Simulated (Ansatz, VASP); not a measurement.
## Cs: VASP beside Ansatz

The input INCAR:

```
SYSTEM = Cs
PREC = Accurate
ENCUT = 600
EDIFF = 1E-6
ISMEAR = -1
SIGMA = 0.08
LREAL = .FALSE.
LASPH = .TRUE.
NELM = 100
ALGO = Normal
ISIF = 3
LWAVE = .FALSE.
LCHARG = .FALSE.
GGA = PS
IBRION = 2
NSW = 60
EDIFFG = -0.005
```

File KPOINTS:

```
Automatic mesh
0
G
  8 8 5
  0 0 0
```

The input POSCAR:

```
Cs
1.0
    5.3998380542      0.0000000000      0.0000000000
   -2.6999190271      4.6763969313      0.0000000000
    0.0000000000      0.0000000000      8.7477376479
Cs
2
Direct
    0.3333333333      0.6666666667      0.2500000000
    0.6666666667      0.3333333333      0.7500000000
```

Input for Ansatz:

```yaml
crystal:
  lattice:
    - [5.3998380542, 0.0, 0.0]
    - [-2.6999190271, 4.6763969313, 0.0]
    - [0.0, 0.0, 8.7477376479]
  atoms:
    - { symbol: Cs, position: [0.3333333333, 0.6666666667, 0.25] }
    - { symbol: Cs, position: [0.6666666667, 0.3333333333, 0.75] }
kpoints:
  mp_grid: { grid: [8, 8, 5] }
scf:
  occupations: { method: fermi_dirac, width: 0.08 }
hamiltonian:
  xc: pbesol
  pseudopotentials: { kind: paw }
output:
  forces: true
  stress: true
relax:
  f_tol: 0.005
  max_steps: 40
  cell: {}
```

Alike in both runs: task relaxation of cell and atoms; functional PBEsol; k mesh 8 × 8 × 5; occupations fermi-dirac, width 0.08 eV; no spin polarisation.

```csv
,VASP,Ansatz
version,VASP 6.6.1,Ansatz 0.2.0
potentials or method,"VASP PAW PBE potentials, release 64 (Cs_sv)","PAW with Ansatz's default frozen-core files, scalar-relativistic"
plane-wave cutoff (eV),600,420
valence electrons in the cell,18,18
```

```tsv
	VASP	Ansatz	Ansatz less VASP
relaxed volume (Å³/atom)	109.03	110.45	+1.413
relaxed length of the cell vector where the two differ most in proportion (Å)	8.702	8.748	+0.0461
```

VASP's potentials were made for PBE, not for PBEsol.

Spin-orbit coupling is off throughout.
